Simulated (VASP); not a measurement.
# MgO (P-6m2) in VASP: further runs

The runs below take MgO through single point, with PBE.

Everything below comes from runs of VASP 6.6.1. Logs are shortened: lines on timing, memory, paths and dates and some standing lists are left out, and cuts for length are marked.

## Step 1: The cell of the first run

Symmetry: P-6m2, No. 187, hexagonal system. Conventional cell: a = 2.977 Å, b = 2.977 Å, c = 2.715 Å, α = 90.00°, β = 90.00°, γ = 120.00°. Within 2.9 Å of Mg (site symmetry -6m2) lie 6 O at 2.19 Å and 2 Mg at 2.71 Å. Within 2.9 Å of O (site symmetry -6m2) lie 6 Mg at 2.19 Å and 2 O at 2.71 Å.

## Step 2: Single point, PBE

Contents of INCAR:

```
PREC     = Accurate       # precision mode
ENCUT    = 520            # plane-wave cutoff, eV
EDIFF    = 1E-6           # SCF threshold, eV
ISMEAR   = -1             # smearing method
SIGMA    = 0.05           # smearing width, eV
LREAL    = F              # projectors in reciprocal space
LASPH    = T              # aspherical terms in the spheres
NELM     = 60             # most SCF steps
ALGO     = Normal         # electronic algorithm
ISIF     = 2              # what is computed and relaxed
LWAVE    = F              # write WAVECAR
LCHARG   = T              # write CHGCAR
GGA      = PE             # functional
LELF     = T              # ELF
LVHAR    = T            
NBANDS   = 11             # bands
```

Contents of KPOINTS:

```
regular mesh
0
Gamma
  10 10 10
```

Contents of POSCAR:

```
MgO
1.0
    2.9766835069      0.0000000000      0.0000000000
   -1.4883417534      2.5778835360      0.0000000000
    0.0000000000      0.0000000000      2.7149429912
Mg O
1 1
Direct
    0.0000000000      0.0000000000      0.0000000000
    0.3333333333      0.6666666667      0.5000000000
```

Potentials or basis: VASP PAW PBE potentials, release 64 (Mg, O).

On the command line:

```bash
$ cat potpaw_PBE.64/Mg/POTCAR potpaw_PBE.64/O/POTCAR > POTCAR
$ mpirun -np 1 vasp_std > vasp.out
```

OUTCAR:

```text
PREC = Accurate
   ENCUT = 520
   EDIFF = 1E-6
   ISMEAR = -1
   LREAL = F
   LASPH = T
   NELM = 60
   ISIF = 2
   GGA = PE

 ion  position               nearest neighbor table
   1  0.000  0.000  0.000-   2 2.19   2 2.19   2 2.19   2 2.19   2 2.19   2 2.19
   2  0.333  0.667  0.500-   1 2.19   1 2.19   1 2.19   1 2.19   1 2.19   1 2.19

  LATTYP: Found a hexagonal cell.
 ALAT       =     2.9766835069
 C/A-ratio  =     0.9120697531

  Lattice vectors:

 A1 = (   2.9766835069,   0.0000000000,   0.0000000000)
 A2 = (  -1.4883417534,   2.5778835360,   0.0000000000)
 A3 = (   0.0000000000,   0.0000000000,   2.7149429912)

Analysis of symmetry for initial positions (statically):
=====================================================================
 Subroutine PRICEL returns:
 Original cell was already a primitive cell.

 Routine SETGRP: Setting up the symmetry group for a
 hexagonal supercell.

 Subroutine GETGRP returns: Found 12 space group operations
 (whereof 12 operations were pure point group operations)
 out of a pool of 24 trial point group operations.

The static configuration has the point symmetry D_3h.

Analysis of symmetry for dynamics (positions and initial velocities):
=====================================================================
 Subroutine PRICEL returns:
 Original cell was already a primitive cell.

 Routine SETGRP: Setting up the symmetry group for a
 hexagonal supercell.

 Subroutine GETGRP returns: Found 12 space group operations
 (whereof 12 operations were pure point group operations)
 out of a pool of 24 trial point group operations.

The dynamic configuration has the point symmetry D_3h.

 Subroutine INISYM returns: Found 12 space group operations
 (whereof 12 operations are pure point group operations),
 and found     1 'primitive' translations

----------------------------------------------------------------------------------------

                                     Primitive cell

  volume of cell :      20.8332

  direct lattice vectors                    reciprocal lattice vectors
     2.976683507  0.000000000  0.000000000     0.335944348  0.193957560  0.000000000
    -1.488341753  2.577883536  0.000000000     0.000000000  0.387915120  0.000000000
     0.000000000  0.000000000  2.714942991     0.000000000  0.000000000  0.368331859

  length of vectors
     2.976683507  2.976683507  2.714942991     0.387915120  0.387915120  0.368331859

  position of ions in fractional coordinates (direct lattice)
     0.000000000  0.000000000  0.000000000
     0.333333333  0.666666667  0.500000000

  ion indices of the primitive-cell ions
   primitive index   ion index
                 1           1
                 2           2

----------------------------------------------------------------------------------------

 KPOINTS: regular mesh

Automatic generation of k-mesh.
 Grid dimensions read from file:
 generate k-points for:   10   10   10

 Generating k-lattice:

  Cartesian coordinates                     Fractional coordinates (reciprocal lattice)
     0.033594435  0.019395756  0.000000000     0.100000000  0.000000000  0.000000000
     0.000000000  0.038791512  0.000000000     0.000000000  0.100000000  0.000000000
     0.000000000  0.000000000  0.036833186     0.000000000  0.000000000  0.100000000

  Length of vectors
     0.038791512  0.038791512  0.036833186

  Shift w.r.t. Gamma in fractional coordinates (k-lattice)
     0.000000000  0.000000000  0.000000000

 Subroutine IBZKPT returns following result:
 ===========================================

 Found     84 irreducible k-points:

 Following reciprocal coordinates:
            Coordinates               Weight
  0.000000  0.000000  0.000000      1.000000
  0.100000 -0.000000  0.000000      6.000000
  0.200000 -0.000000  0.000000      6.000000
  0.300000  0.000000  0.000000      6.000000
  0.400000  0.000000  0.000000      6.000000
  0.500000  0.000000  0.000000      3.000000
[... 16 lines left out ...]
  0.300000  0.100000  0.100000     24.000000
  0.400000  0.100000  0.100000     24.000000
 [... further k-points ...]
   k-points           NKPTS =     84   k-points in BZ     NKDIM =     84   number of bands    NBANDS=     11
   number of dos      NEDOS =    301   number of ions     NIONS =      2
   total plane-waves  NPLWV =  11520
   dimension x,y,z NGX =    24 NGY =   24 NGZ =   20
   dimension x,y,z NGXF=    48 NGYF=   48 NGZF=   40
   ions per type =               1   1
   NGX,Y,Z   is equivalent  to a cutoff of  13.40, 13.40, 12.25 a.u.
   NGXF,Y,Z  is equivalent  to a cutoff of  26.81, 26.81, 24.49 a.u.
 SYSTEM =  unknown system
   PREC   = accura    normal or accurate (medium, high low for compatibility)
   ISTART =      0    job   : 0-new  1-cont  2-samecut
   ICHARG =      2    charge: 1-file 2-atom 10-const
   ISPIN  =      1    spin polarized calculation?
   LNONCOLLINEAR =      F non collinear calculations
   LSORBIT =      F    spin-orbit coupling
   LASPH  =      T    aspherical Exc in radial PAW
   ENCUT  =  520.0 eV  38.22 Ry    6.18 a.u.   5.53  5.53  5.05*2*pi/ulx,y,z
   NELM   =     60;   NELMIN=  2; NELMDL= -5     # of ELM steps
   EDIFF  = 0.1E-05   stopping-criterion for ELM
   LREAL  =      F    real-space projection
   EDIFFG = 0.1E-04   stopping-criterion for IOM
   NSW    =      0    number of steps for IOM
   IBRION =     -1    ionic relax: 0-MD 1-quasi-New 2-CG
   NFREE  =      0    steps in history (QN), initial steepest desc. (CG)
   ISIF   =      2    stress and relaxation
   ISYM   =      2    0-nonsym 1-usesym 2-fastsym
   POTIM  = 0.5000    time-step for ionic-motion
   TEBEG  =    0.0;   TEEND  =   0.0 temperature during run
   PSTRESS=    0.0 pullay stress
   NELECT =       8.0000    total number of electrons
   NUPDOWN=      -1.0000    fix difference up-down
   EMIN   =  10.00;   EMAX   =-10.00  energy-range for DOS
   EFERMI =   0.00;   METHOD = LEGACY
   ISMEAR =    -1;   SIGMA  =   0.05  broadening in eV -4-tet -1-fermi 0-gaus
   EFERMI_NEDOS =   21; number of points for ismear=-14 and -15
   IALGO  =     38    algorithm
   IMIX   =      4    mixing-type and parameters
     AMIX     =   0.40;   BMIX     =  1.00
     AMIX_MAG =   1.60;   BMIX_MAG =  1.00
  volume/ion in A,a.u.               =      10.42        70.29
  Fermi-wavevector in a.u.,A,eV,Ry     =   1.189924  2.248631 19.264753  1.415919
  Thomas-Fermi vector in A             =   2.326020
   LORBIT       =      0    0 simple, 1 ext, 2 COOP (PROOUT), +10 PAW based schemes
   GGA     = PE    functional components
   LHFCALC =     F    Hartree Fock is set to
   AEXX    =    0.0000 exact exchange contribution
   IVDW    =     0    specifies the selected vdW correction
   LEPSILON=     F    determine dielectric tensor
   LRPA    =     F    only Hartree local field effects (RPA)
 non-spin polarized calculation
  energy-cutoff  :      520.00
  volume of cell :       20.83
 maximum number of plane-waves:       575
 NGX is ok and might be reduce to    24
   NGX = 11   NGY = 11   NGZ = 11

 number of electron       8.0000000 magnetization

 Free energy of the ion-electron system (eV)
  ---------------------------------------------------
  ext. energy  EPLUGINS =         0.00000000
  ---------------------------------------------------
  free energy    TOTEN  =       -11.21516486 eV

  energy without entropy =      -11.21516486  energy(sigma->0) =      -11.21516486

 E-fermi :   4.0377     XC(G=0): -10.5564

 val. band max:        3.0065247347   @ k =   0.3000   0.3000   0.0000
 cond. band min:       5.7255940931   @ k =   0.0000   0.0000   0.0000
 fundamental gap:      2.7190693584
 Fermi energy:         4.0376935518

 k-point     1 :       0.0000    0.0000    0.0000
  band No.  band energies     occupation
      1     -14.2205      2.00000
      2       2.4395      2.00000
      3       2.4395      2.00000
      4       2.6206      2.00000
      5       5.7256      0.00000
      6      14.7467      0.00000
      7      18.2480      0.00000
      8      18.2480      0.00000
      9      22.4060      0.00000
     10      23.2738      0.00000
     11      24.9183      0.00000

 k-point     2 :       0.1000   -0.0000    0.0000
  band No.  band energies     occupation
      1     -14.1394      2.00000
      2       1.7824      2.00000
      3       2.3677      2.00000
      4       2.6518      2.00000
      5       6.3630      0.00000
      6      14.7290      0.00000
      7      17.3170      0.00000
      8      18.4849      0.00000
      9      23.1197      0.00000
     10      23.4447      0.00000
     11      25.0929      0.00000

 k-point     3 :       0.2000   -0.0000    0.0000
  band No.  band energies     occupation
      1     -13.9187      2.00000
      2       0.5637      2.00000
      3       2.1863      2.00000
      4       2.7353      2.00000
      5       7.5320      0.00000
      6      14.1946      0.00000
      7      16.6185      0.00000
      8      19.0714      0.00000
      9      22.6940      0.00000
     10      23.4003      0.00000
     11      25.7087      0.00000

 k-point     4 :       0.3000    0.0000    0.0000
  band No.  band energies     occupation
      1     -13.6259      2.00000
      2      -0.5846      2.00000
      3       1.9746      2.00000
      4       2.8421      2.00000
      5       8.5983      0.00000
      6      13.3512      0.00000
      7      16.5240      0.00000
      8      19.7037      0.00000
      9      22.1299      0.00000
     10      23.3328      0.00000
     11      26.9868      0.00000
[... 239 lines left out ...]
 k-point    22 :       0.2000    0.1000    0.1000
  band No.  band energies     occupation
      1     -13.6587      2.00000
      2      -0.0409      2.00000
      3       1.9278      2.00000
      4       2.2995      2.00000
      5       8.6715      0.00000
      6      13.7420      0.00000
      7      16.8337      0.00000
      8      18.9532      0.00000
      9      21.3663      0.00000
     10      23.9673      0.00000
     11      25.8945      0.00000

 k-point    23 :       0.3000    0.1000    0.1000
  band No.  band energies     occupation
      1     -13.3878      2.00000
      2      -0.8981      2.00000
      3       1.6318      2.00000
      4       2.4456      2.00000
      5       9.5074      0.00000
      6      13.1518      0.00000
      7      16.6018      0.00000
      8      19.2594      0.00000
      9      20.9361      0.00000
     10      24.4847      0.00000
     11      26.1534      0.00000

 k-point    24 :       0.4000    0.1000    0.1000
  band No.  band energies     occupation
      1     -13.2091      2.00000
      2      -1.3923      2.00000
      3       1.4561      2.00000
      4       2.5403      2.00000
      5       9.9153      0.00000
      6      13.0211      0.00000
      7      16.1292      0.00000
      8      19.8131      0.00000
      9      20.5004      0.00000
     10      25.0229      0.00000
     11      26.2619      0.00000

 [... further k-points ...]
[... 5 lines left out ...]
  --------------------------------------------------------------------------------------
  -------------------------------------------------------------------------------------
  Total       -0.6756737     -0.6756737     -0.8452563     -0.0000000      0.0000000      0.0000000
  in kB      -51.9626100    -51.9626100    -65.0043390     -0.0000000      0.0000000      0.0000000
  external PRESSURE =     -56.3098530 kB  Pullay stress =       0.0000000 kB

 VOLUME and BASIS-vectors are now :
 -----------------------------------------------------------------------------
  energy-cutoff  :      520.00
  volume of cell :       20.83
      direct lattice vectors                 reciprocal lattice vectors
     2.976683507  0.000000000  0.000000000     0.335944348  0.193957560  0.000000000
    -1.488341753  2.577883536  0.000000000     0.000000000  0.387915120  0.000000000
     0.000000000  0.000000000  2.714942991     0.000000000  0.000000000  0.368331859

 POSITION                                       TOTAL-FORCE (eV/Angst)
 -----------------------------------------------------------------------------------
      0.00000      0.00000      0.00000         0.000000     -0.000000      0.000000
     -0.00000      1.71859      1.35747        -0.000000      0.000000      0.000000
 -----------------------------------------------------------------------------------
    total drift:                                0.000000     -0.000000     -0.000000

  FREE ENERGIE OF THE ION-ELECTRON SYSTEM (eV)
  ---------------------------------------------------
  free  energy   TOTEN  =       -11.2151648597 eV

  energy  without entropy=      -11.2151648596  energy(sigma->0) =      -11.21516486
```

Run time: 24 s. Hardware: 1 thread of Intel Xeon 8259CL, shared host; peak memory 0.15 GiB.

What came out:

```
Free energy            : -11.2152 eV
Pressure               : -5.6 GPa
Band gap on the k mesh : 2.72 eV, indirect (least direct gap 3.10 eV)
```

A k mesh can miss the band edges. As with any semilocal functional, this PBE gap is likely too small.

## Step 3: Single point, PBE

This run uses another cell than the first one, of 10.62 Å³/atom, 1.019 times its volume.

Contents of INCAR:

```
SYSTEM = MgO
ALGO     = Normal         ! electronic algorithm
EDIFF    = 1E-7           ! SCF threshold, eV
ENCUT    = 520            ! plane-wave cutoff, eV
GGA      = PE             ! functional
ISIF     = 2              ! what is computed and relaxed
ISMEAR   = -1             ! smearing method
LASPH    = .True.         ! aspherical terms in the spheres
LCHARG   = .True.         ! write CHGCAR
LELF     = .True.         ! ELF
LREAL    = .False.        ! projectors in reciprocal space
LVHAR    = .True.       
LWAVE    = .False.        ! write WAVECAR
NBANDS   = 11             ! bands
NELM     = 100            ! most SCF steps
PREC     = Accurate       ! precision mode
SIGMA    = 0.05           ! smearing width, eV
```

Contents of KPOINTS:

```
k-points
0
Gamma
  10 10 10
  0 0 0
```

Contents of POSCAR:

```
MgO
1.0
    2.9956437857      0.0000000000      0.0000000000
   -1.4978218928      2.5943036191      0.0000000000
    0.0000000000      0.0000000000      2.7322360880
Mg O
1 1
Direct
    0.0000000000      0.0000000000      0.0000000000
    0.3333333333      0.6666666667      0.5000000000
```

Potentials or basis: VASP PAW PBE potentials, release 64 (Mg, O).

On the command line:

```bash
$ cat potpaw_PBE.64/Mg/POTCAR potpaw_PBE.64/O/POTCAR > POTCAR
$ mpirun -np 1 vasp_std > vasp.out
```

Wall time 30 s (1 thread of Intel Xeon 8259CL, shared host); peak memory 0.14 GiB.

The run converged. Its results:

* Free energy: -11.1988 eV
* Pressure: -7.8 GPa
* Band gap on the k mesh: 2.58 eV, indirect (least direct gap 2.97 eV)

Stress tensor (GPa, compression positive):
```
-7.16  0.00  0.00
 0.00 -7.16  0.00
 0.00  0.00 -8.99
```

Levels at points of the mesh, in eV from the valence-band top:
```tsv
k point	band 1	band 2	band 3	band 4	band 5	band 6	band 7	band 8	band 9
(0.00, 0.00, 0.00)	-17.13	-0.55	-0.55	-0.38	2.58	11.67	15.08	15.08	19.19
(0.50, 0.00, 0.00)	-16.22	-4.61	-1.23	-0.04	6.32	9.89	12.70	16.99	18.26
(0.00, 0.00, 0.50)	-16.18	-5.07	-0.08	-0.08	7.79	8.53	17.13	17.13	18.08
(0.50, 0.00, 0.50)	-15.54	-3.49	-3.13	-0.75	5.64	11.02	13.19	14.23	14.64
```

A k mesh can miss the band edges. A hybrid or GW would open this gap; PBE tends to underestimate it.

## Step 4: Single point, PBE

This run uses another cell than the first one, of 10.02 Å³/atom, 0.962 times its volume.

Contents of INCAR:

```
SYSTEM = MgO
PREC = Accurate
ENCUT = 600
EDIFF = 1E-6
ISMEAR = -1
SIGMA = 0.05
LREAL = .False.
LASPH = .True.
NELM = 120
ALGO = Normal
ISIF = 2
LWAVE = .False.
LCHARG = .False.
GGA = PE
NBANDS = 11
GGA_COMPAT = .False.
```

Contents of KPOINTS:

```
Automatic mesh
0
Gamma
  10 10 10
  0 0 0
```

Contents of POSCAR:

```
MgO
1.0
    2.9380209034      0.0000000000      0.0000000000
   -1.4690104517      2.5444007392      0.0000000000
    0.0000000000      0.0000000000      2.6796800000
Mg O
1 1
Direct
    0.0000000000      0.0000000000      0.0000000000
    0.3333333333      0.6666666667      0.5000000000
```

On the command line:

```bash
$ cat potpaw_PBE.64/Mg/POTCAR potpaw_PBE.64/O/POTCAR > POTCAR
$ mpirun -np 1 vasp_std > vasp.out
```

It used 7.3 s of CPU time on 1 thread of Intel(R) Xeon(R) 6975P-C (Granite Rapids) (shared host).

The run converged. Its results:

* Free energy: -11.2332 eV
* Pressure: -0.9 GPa
* Band gap on the k mesh: 3.01 eV, indirect (least direct gap 3.40 eV)

Levels at points of the mesh, in eV from the valence-band top:
```csv
k point,band 2,band 3,band 4,band 5,band 6,band 7
"(0.00, 0.00, 0.00)",-0.59,-0.59,-0.39,3.01,11.88,15.57
"(0.50, 0.00, 0.00)",-4.87,-1.31,-0.04,6.60,10.54,13.10
"(0.00, 0.00, 0.50)",-5.34,-0.09,-0.09,8.28,9.01,17.56
"(0.50, 0.00, 0.50)",-3.70,-3.34,-0.82,5.83,11.42,13.97
```

A k mesh can miss the band edges.

## Step 5: Overview

| cell | cutoff (eV) | gap on the mesh (eV) | pressure (GPa) |
| --- | --- | --- | --- |
| a = 2.977, b = 2.977, c = 2.715 Å, angles 90.0, 90.0, 120.0°, 2 atoms | 520 | 2.72 | -5.6 |
| a = 2.996, b = 2.996, c = 2.732 Å, angles 90.0, 90.0, 120.0°, 2 atoms | 520 | 2.58 | -7.8 |
| a = 2.938, b = 2.938, c = 2.680 Å, angles 90.0, 90.0, 120.0°, 2 atoms | 600 | 3.01 | -0.9 |

Alike in all rows: task single point; level PBE; potentials or basis VASP PAW PBE potentials, release 64 (Mg, O); no spin polarisation; k mesh 10 × 10 × 10; smearing fermi-dirac 0.05 eV.

Total energies depend on the potentials used, so only differences within one code and one set of settings carry meaning.
